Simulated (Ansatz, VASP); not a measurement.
**One calculation of K2Li2C, two programs**

```
K Li C
1.0
     4.39446    0.00000    0.00000
    -2.19723    3.80571    0.00000
     0.00000    0.00000    7.17205
K Li C
2 2 1
Direct
  0.33333 0.66667 0.63870
  0.66667 0.33333 0.36130
  0.33333 0.66667 0.27192
  0.66667 0.33333 0.72808
  0.00000 0.00000 0.00000
```

Change from the starting cell: species swapped into the LaAl2Ge2 type (P-3m1, No. 164).

Alike in both runs: task single point; functional PBE; k mesh 6 × 6 × 4; occupations gaussian, width 0.1 eV; collinear spin.

```csv
,VASP,Ansatz
version,VASP 6.6.1,Ansatz 0.2.0
potentials or method,"VASP PAW PBE potentials, release 64 (K_sv, Li_sv, C), cutoff 520 eV","scalar-relativistic, plane waves, PAW"
valence electrons in the cell,28,28
```

Ansatz gave:

```
gap on the k mesh at the Fermi level (eV)                     : none
rms of the force components (eV/Å)                            : 1.260
net moment per atom (μB)                                      : 0.29
size of the moment on the site where the two differ most (μB) : 1.27
```

Which values does VASP return?

gap on the k mesh at the Fermi level (eV): none; rms of the force components (eV/Å): 1.260; net moment per atom (μB): 0.28; size of the moment on the site where the two differ most (μB): 0.66.

Site moments also hang on the region over which each program counts them. Atom by atom the forces differ by 0.001 eV/Å (rms over components). A gap of «none» marks a metal or a gap that the smearing closes.

Noted on VASP's run: the cutoff is under 1.25 times that of the potentials, so the pressure is a little rough.
